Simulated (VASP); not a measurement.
Input of a VASP 6.6.1 run:

INCAR

```
SYSTEM = BAs
PREC     = Accurate       ! precision mode
ENCUT    = 520            ! plane-wave cutoff, eV
EDIFF    = 1E-8           ! SCF threshold, eV
ISMEAR   = -1             ! smearing method
SIGMA    = 0.05           ! smearing width, eV
LREAL    = .FALSE.        ! projectors in reciprocal space
LASPH    = .TRUE.         ! aspherical terms in the spheres
NELM     = 80             ! most SCF steps
ALGO     = Normal         ! electronic algorithm
ISIF     = 2              ! what is computed and relaxed
LWAVE    = .FALSE.        ! write WAVECAR
LCHARG   = .FALSE.        ! write CHGCAR
LEFG     = .TRUE.       
NBANDS   = 11             ! bands
```

KPOINTS

```
regular mesh
0
G
  13 13 13
  0 0 0
```

File POSCAR:

```
BAs
1.0
    0.0000000000      2.3805116460      2.3805116460
    2.3805116460      0.0000000000      2.3805116460
    2.3805116460      2.3805116460      0.0000000000
B As
1 1
Direct
    0.0000000000      0.0000000000      0.0000000000
    0.7500000000      0.7500000000      0.7500000000
```

Potentials or basis: VASP PAW LDA potentials, release 64 (B, As).

Command:

```bash
$ cat potpaw_LDA.64/B/POTCAR potpaw_LDA.64/As/POTCAR > POTCAR
$ mpirun -np 1 vasp_std > vasp.out
```

Task: What does it give for the pressure?

Result: -1.7 GPa.

Task: Predict the band gap on the k mesh.

Result: 1.12 eV (least direct gap 3.26 eV).

Caveat: an odd mesh through Γ misses points on the zone boundary, where band edges can lie.
